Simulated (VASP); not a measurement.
# Mg3H3O4 (a cell with a defect) in VASP: further runs

Mg3H3O4 (a cell with a defect) is run at these levels: PBEsol; tasks: single point.

The COD entry that gives the cell may itself be a prediction, so a difference from it is no test against experiment.

All numbers are computed with VASP 6.6.1; they aren't measurements. Logs are shortened: lines on timing, memory, paths and dates and some standing lists are left out, and cuts for length are marked.

## 1. The cell of the first run

The cell holds a defect, 20 atoms: a = 5.309 Å, b = 5.309 Å, c = 7.284 Å, α = 90.00°, β = 90.00°, γ = 120.00°.

## 2. Single point, PBEsol

The input, INCAR:

```
SYSTEM = Mg3H3O4
  PREC = Accurate
  ENCUT = 520
  EDIFF = 1E-6
  ISMEAR = 0
  SIGMA = 0.05
  LREAL = Auto
  LASPH = .TRUE.
  NELM = 100
  ALGO = Normal
  ISIF = 2
  LWAVE = .FALSE.
  LCHARG = .FALSE.
  GGA = PS
  NBANDS = 49
  NELECT = 64.0
```

The input, KPOINTS:

```
Automatic mesh
0
G
  6 6 4
  0 0 0
```

The input, POSCAR:

```
Mg3H3O4
1.0
    4.5975141488     -2.6543760314      0.0000000000
    0.0000000000      5.3087520628      0.0000000000
    0.0000000000      0.0000000000      7.2844478007
Mg H O
6 6 8
Direct
    0.3505716237      0.3333355738      0.8521464042
   -0.0200984700      0.6968238598      0.8327925693
    0.6164141987      0.9698477182      0.8327935303
    0.0563976513      0.3333360747      0.1427159654
    0.7027984897      0.6937497593      0.1847111870
    0.3423765429      0.9729136015      0.1847126971
   -0.2020026410      0.3333199612      0.3601550964
    0.6339169181      0.6025295277      0.5604685642
    0.3647183991      1.0641385602      0.5604685642
    0.2937150287      0.3333342961      0.4318998620
    0.0556940102      0.6791477174      0.4628493597
    0.7098755750      0.9875135718      0.4628538899
    0.6328785308      0.6583795140      0.6876912481
    0.3078354855      1.0082916043      0.6876922091
    0.3698740113      0.3333334632      0.3105470808
   -0.0293974082      0.6016152547      0.3421103518
    0.7023171426      1.0650496996      0.3421158430
    0.7679123730      0.3333361921     -0.0413605819
    0.3842369904      0.6742717338      0.0179777525
    0.0432990511     -0.0076008516      0.0179770662
```

Potentials or basis: VASP PAW PBE potentials, release 64 (Mg, H, O).

Command:

```sh
> cat potpaw_PBE.64/Mg/POTCAR potpaw_PBE.64/H/POTCAR potpaw_PBE.64/O/POTCAR > POTCAR
> mpirun -np 1 vasp_std > vasp.out
```

OUTCAR:

```text
SYSTEM = Mg3H3O4
   PREC = Accurate
   ENCUT = 520
   EDIFF = 1E-6
   ISMEAR = 0
   LREAL = Auto
   LASPH = .TRUE.
   NELM = 100
   ISIF = 2
   GGA = PS
   NELECT = 64.0

 ion  position               nearest neighbor table
   1  0.351  0.333  0.852-  14 2.02  13 2.02  19 2.11  20 2.11  18 2.35   4 2.63   2 2.91   3 2.91
                             2 2.94   3 2.94   5 3.07   6 3.07   3 3.38   2 3.38
   2  0.980  0.697  0.833-  18 1.91  20 1.97  14 2.00  13 2.04  19 2.59   1 2.91   3 2.94   3 2.94
                             1 2.94   5 2.95   6 3.10   4 3.13   3 3.34   1 3.38
   3  0.616  0.970  0.833-  18 1.91  19 1.97  13 2.00  14 2.04  20 2.59   1 2.91   2 2.94   2 2.94
                             1 2.94   6 2.95   5 3.10   4 3.13   2 3.34   1 3.38
   4  0.056  0.333  0.143-  19 2.00  20 2.00  18 2.04  15 2.06   7 2.10  16 2.23  17 2.23   1 2.63
                             6 2.96   5 2.96   5 2.99   6 2.99   3 3.13   2 3.13   5 3.30   6 3.30
   5  0.703  0.694  0.185-  19 2.04  15 2.06  16 2.07  20 2.10  17 2.28  18 2.67   6 2.95   6 2.95
                             2 2.95   4 2.96   4 2.99   1 3.07   3 3.10   4 3.30   6 3.31
   6  0.342  0.973  0.185-  20 2.04  15 2.06  17 2.07  19 2.10  16 2.28  18 2.67   5 2.95   5 2.95
                             3 2.95   4 2.96   4 2.99   1 3.07   2 3.10   4 3.30   5 3.31
   7  0.798  0.333  0.360-  17 1.26  16 1.26   4 2.10
   8  0.634  0.603  0.560-  13 0.97
   9  0.365  0.064  0.560-  14 0.97
  10  0.294  0.333  0.432-  15 0.97
  11  0.056  0.679  0.463-  16 0.98
  12  0.710  0.988  0.463-  17 0.98
  13  0.633  0.658  0.688-   8 0.97   3 2.00   1 2.02   2 2.04
  14  0.308  0.008  0.688-   9 0.97   2 2.00   1 2.02   3 2.04
  15  0.370  0.333  0.311-  10 0.97   5 2.06   6 2.06   4 2.06
  16  0.971  0.602  0.342-  11 0.98   7 1.26   5 2.07   4 2.23   6 2.28
  17  0.702  0.065  0.342-  12 0.98   7 1.26   6 2.07   4 2.23   5 2.28
  18  0.768  0.333  0.959-   2 1.91   3 1.91   4 2.04   1 2.35   5 2.67   6 2.67
  19  0.384  0.674  0.018-   3 1.97   4 2.00   5 2.04   6 2.10   1 2.11   2 2.59
  20  0.043  0.992  0.018-   2 1.97   4 2.00   6 2.04   5 2.10   1 2.11   3 2.59

  LATTYP: Found a hexagonal cell.
 ALAT       =     5.3087520628
 C/A-ratio  =     1.3721582237

  Lattice vectors:

 A1 = (   4.5975141488,  -2.6543760314,   0.0000000000)
 A2 = (   0.0000000000,   5.3087520628,   0.0000000000)
 A3 = (   0.0000000000,   0.0000000000,   7.2844478007)

Analysis of symmetry for initial positions (statically):
=====================================================================
 Subroutine PRICEL returns:
 Original cell was already a primitive cell.

 Routine SETGRP: Setting up the symmetry group for a
 hexagonal supercell.

 Subroutine GETGRP returns: Found  1 space group operations
 (whereof  1 operations were pure point group operations)
 out of a pool of 24 trial point group operations.

The static configuration has the point symmetry C_1 .

Analysis of symmetry for dynamics (positions and initial velocities):
=====================================================================
 Subroutine PRICEL returns:
 Original cell was already a primitive cell.

[... 161 lines left out ...]
   IMIX   =      4    mixing-type and parameters
     AMIX     =   0.40;   BMIX     =  1.00
     AMIX_MAG =   1.60;   BMIX_MAG =  1.00
  volume/ion in A,a.u.               =       8.89        59.99
  Fermi-wavevector in a.u.,A,eV,Ry     =   1.164566  2.200711 18.452411  1.356214
  Thomas-Fermi vector in A             =   2.301102
   LORBIT       =      0    0 simple, 1 ext, 2 COOP (PROOUT), +10 PAW based schemes
   GGA     = PS    functional components
   LHFCALC =     F    Hartree Fock is set to
   AEXX    =    0.0000 exact exchange contribution
   IVDW    =     0    specifies the selected vdW correction
   LEPSILON=     F    determine dielectric tensor
   LRPA    =     F    only Hartree local field effects (RPA)
 non-spin polarized calculation
 Gauss-broadening in eV      SIGMA  =   0.05
  energy-cutoff  :      520.00
  volume of cell :      177.79
 maximum number of plane-waves:      4808
   NGX = 19   NGY = 19   NGZ = 27

 number of electron      63.9999996 magnetization

 Free energy of the ion-electron system (eV)
  ---------------------------------------------------
  ext. energy  EPLUGINS =         0.00000000
  ---------------------------------------------------
  free energy    TOTEN  =      -115.63892930 eV

  energy without entropy =     -115.63892930  energy(sigma->0) =     -115.63892930

 E-fermi :   1.6894     XC(G=0):  -9.7599

 val. band max:        1.4022692723   @ k =   0.0000   0.0000   0.0000
 cond. band min:       4.1000302997   @ k =   0.0000   0.0000   0.0000
 fundamental gap:      2.6977610274
 Fermi energy:         1.6893622958

 k-point     1 :       0.0000    0.0000    0.0000
  band No.  band energies     occupation
      1     -18.3115      2.00000
      2     -17.2421      2.00000
      3     -16.9185      2.00000
      4     -16.5167      2.00000
      5     -16.3437      2.00000
      6     -14.7940      2.00000
[... 1117 lines left out ...]
     43      11.5176      0.00000
     44      11.7211      0.00000

 [... further k-points ...]

 [bands above 44 left out]

------------------------ aborting loop because EDIFF is reached ----------------------------------------

  FORCE on cell =-STRESS in cart. coord.  units (eV):
  Direction    XX          YY          ZZ          XY          YZ          ZX
  --------------------------------------------------------------------------------------
  -------------------------------------------------------------------------------------
  Total       -9.6095676    -11.5364104    -11.3015072     -1.6694787      0.5881006     -1.0230083
  in kB      -86.5968862   -103.9606836   -101.8438467    -15.0445536      5.2996849     -9.2188679
  external PRESSURE =     -97.4671388 kB  Pullay stress =       0.0000000 kB

 VOLUME and BASIS-vectors are now :
 -----------------------------------------------------------------------------
  energy-cutoff  :      520.00
  volume of cell :      177.79
      direct lattice vectors                 reciprocal lattice vectors
     4.597514149 -2.654376031  0.000000000     0.217508847  0.000000000  0.000000000
     0.000000000  5.308752063  0.000000000     0.108754423  0.188368187  0.000000000
     0.000000000  0.000000000  7.284447801     0.000000000  0.000000000  0.137278765

 POSITION                                       TOTAL-FORCE (eV/Angst)
 -----------------------------------------------------------------------------------
      1.61176      0.83905      6.20742         0.689527     -0.397995      0.150346
      4.50511      1.09824      6.06643         0.366017     -0.024430     -0.072498
      2.83397      3.51249      6.06644         0.202539     -0.304160     -0.072343
      0.25929      1.61990      1.03961        -0.397951      0.230111      0.288417
      3.23113      1.81745      1.34552        -0.125806     -0.049965     -0.217591
      1.57408      4.25616      1.34553        -0.020282      0.134582     -0.217371
[... 12 lines left out ...]
      1.76653      2.55963      0.13096        -0.112438     -0.064313     -0.111407
      0.19907      5.15347      0.13095         0.003014      0.131957     -0.111223
 -----------------------------------------------------------------------------------
    total drift:                               -0.000382     -0.003640     -0.000514

  FREE ENERGIE OF THE ION-ELECTRON SYSTEM (eV)
  ---------------------------------------------------
  free  energy   TOTEN  =      -115.6389293038 eV

  energy  without entropy=     -115.6389293038  energy(sigma->0) =     -115.63892930
```

stdout:

```text
POSCAR found type information on POSCAR MgH O
 POSCAR found :  3 types and      20 ions
 scaLAPACK will be used
 -----------------------------------------------------------------------------
|                                                                             |
|                                                                             |
|     You enforced a specific xc type in the INCAR file but a different       |
|     I HOPE YOU KNOW WHAT YOU ARE DOING!                                     |
|                                                                             |
 -----------------------------------------------------------------------------

 LDA part: xc-table for (Slater+PW92), standard interpolation
 POSCAR, INCAR and KPOINTS ok, starting setup
 FFT: planning ... GRIDC
 FFT: planning ... GRID_SOFT
 FFT: planning ... GRID
 WAVECAR not read
 entering main loop
 the old and the new charge density differ
 old charge density:    66.00000 new   64.00000
    0.196E+01
```

It took 10 min on 1 thread of Intel Xeon 6975P-C (Granite Rapids), shared host; peak memory 0.53 GiB.

Results:

```yaml
Free_energy: -115.6389 eV
Largest_force: 1.520 eV/Å
```

Forces on the atoms (eV/Å):
```
Mg   0.690 -0.398  0.150
Mg   0.366 -0.024 -0.072
Mg   0.203 -0.304 -0.072
Mg  -0.398  0.230  0.288
Mg  -0.126 -0.050 -0.218
Mg  -0.020  0.135 -0.217
H    0.421 -0.243  0.245
H    0.028 -0.044 -0.235
H    0.053 -0.002 -0.235
H   -0.056  0.033  0.188
H    0.035 -0.007  0.204
H    0.023 -0.027  0.205
O    0.184  0.263  0.027
O   -0.138 -0.294  0.026
O   -0.057  0.033 -0.111
O   -0.055 -0.100 -0.394
O    0.056  0.097 -0.392
O   -1.099  0.635  0.836
O   -0.112 -0.064 -0.111
O    0.003  0.132 -0.111
```

Caveat: the cell carries a net charge on a neutralising background, which shifts energy and pressure; the cell is charged against a uniform background, so pressure and absolute levels hang on convention; the PAW data sets were made with another functional, which shifts forces and pressure a little.

## 3. Single point, PBEsol

The input, INCAR:

```
SYSTEM = Mg3H3O4
PREC = Accurate
ENCUT = 520
EDIFF = 1E-6
ISMEAR = 0
SIGMA = 0.05
LREAL = Auto
LASPH = .TRUE.
NELM = 60
ALGO = Normal
ISIF = 2
LWAVE = .FALSE.
LCHARG = .TRUE.
GGA = PS
LELF = .TRUE.
LVHAR = .TRUE.
NBANDS = 49
NELECT = 64.0
```

The input, KPOINTS:

```
regular mesh
0
G
  6 6 4
  0 0 0
```

The input, POSCAR:

```
Mg3H3O4
1.0
    4.5975141488     -2.6543760314      0.0000000000
    0.0000000000      5.3087520628      0.0000000000
    0.0000000000      0.0000000000      7.2844478007
Mg H O
6 6 8
Direct
    0.2781920748      0.3333341536      0.8065610683
   -0.0184034235      0.7001698986      0.8326738232
    0.6147620015      0.9664997463      0.8326740977
    0.0720900446      0.3333354177      0.1465917567
    0.6858706462      0.7157351782      0.2018152975
    0.3034659503      0.9509309693      0.2018155721
   -0.1871635349      0.3333230820      0.3600379976
    0.6598383174      0.6294127084      0.5694564795
    0.3637567924      1.0372545649      0.5694566168
    0.3326784759      0.3333338517      0.4396443063
    0.0409638761      0.6550284304      0.4702276815
    0.7192667370      1.0116327384      0.4702311134
    0.6335749942      0.6578761331      0.6979746632
    0.3090337417      1.0087931577      0.6979753496
    0.3656114904      0.3333337771      0.3083389519
   -0.0357845555      0.5954123109      0.3450659636
    0.7021357402      1.0712557702      0.3450711802
    0.9289622308      0.3333348513     -0.2069902951
    0.3787042179      0.6929275196      0.0334622482
    0.0191105448     -0.0262572873      0.0334616990
```

Potentials or basis: VASP PAW PBE potentials, release 64 (Mg, H, O).

Command:

```sh
> cat potpaw_PBE.64/Mg/POTCAR potpaw_PBE.64/H/POTCAR potpaw_PBE.64/O/POTCAR > POTCAR
> mpirun -np 1 vasp_std > vasp.out
```

Wall time 20 min (1 thread of Intel Xeon Platinum 8259CL at 2.50GHz (Skylake/Cascade Lake), shared host); peak memory 0.53 GiB.

It converged, with:

- Free energy: -114.3671 eV
- Largest force: 0.595 eV/Å

Forces in eV/Å, atoms in the order of the input:
```
Mg   0.173 -0.100  0.080
Mg   0.197  0.170 -0.175
Mg  -0.047 -0.252 -0.174
Mg  -0.215  0.123 -0.187
Mg  -0.012 -0.051  0.041
Mg   0.038  0.036  0.042
H   -0.110  0.064  0.303
H    0.123 -0.236 -0.152
H    0.266  0.012 -0.152
H   -0.055  0.032  0.225
H   -0.014 -0.230  0.353
H    0.192  0.127  0.353
O   -0.148  0.267 -0.068
O   -0.306 -0.009 -0.070
O    0.239 -0.139  0.065
O    0.170  0.434 -0.370
O   -0.291 -0.358 -0.369
O   -0.319  0.179  0.351
O    0.211  0.236 -0.048
O   -0.092 -0.304 -0.049
```

Levels at points of the mesh, in eV from the Fermi level:
| k point | band 29 | band 30 | band 31 | band 32 | band 33 | band 34 | band 35 | band 36 |
| --- | --- | --- | --- | --- | --- | --- | --- | --- |
| (0.00, 0.00, 0.00) | -1.59 | -1.03 | -0.82 | -0.28 | 1.76 | 4.37 | 6.55 | 6.67 |
| (0.50, 0.00, 0.00) | -1.67 | -1.12 | -0.85 | -0.24 | 3.47 | 4.68 | 5.46 | 6.46 |
| (0.00, 0.50, 0.00) | -1.44 | -1.06 | -0.80 | -0.26 | 3.49 | 4.75 | 5.64 | 6.11 |
| (0.50, 0.50, 0.00) | -1.67 | -1.12 | -0.85 | -0.24 | 3.47 | 4.68 | 5.46 | 6.46 |
| (0.00, 0.00, 0.50) | -1.67 | -1.05 | -0.83 | -0.40 | 2.78 | 3.50 | 6.21 | 6.58 |
| (0.50, 0.00, 0.50) | -1.68 | -1.12 | -0.84 | -0.25 | 3.61 | 4.97 | 5.17 | 5.90 |
| (0.00, 0.50, 0.50) | -1.45 | -1.09 | -0.80 | -0.21 | 3.71 | 5.05 | 5.18 | 5.79 |
| (0.50, 0.50, 0.50) | -1.68 | -1.12 | -0.84 | -0.25 | 3.61 | 4.97 | 5.17 | 5.90 |

Caveat: the cell carries a net charge on a neutralising background, which shifts energy and pressure; the cell is charged against a uniform background, so pressure and absolute levels hang on convention; the PAW data sets were made with another functional, which shifts forces and pressure a little.

(Part 1 of 2 ends here.)
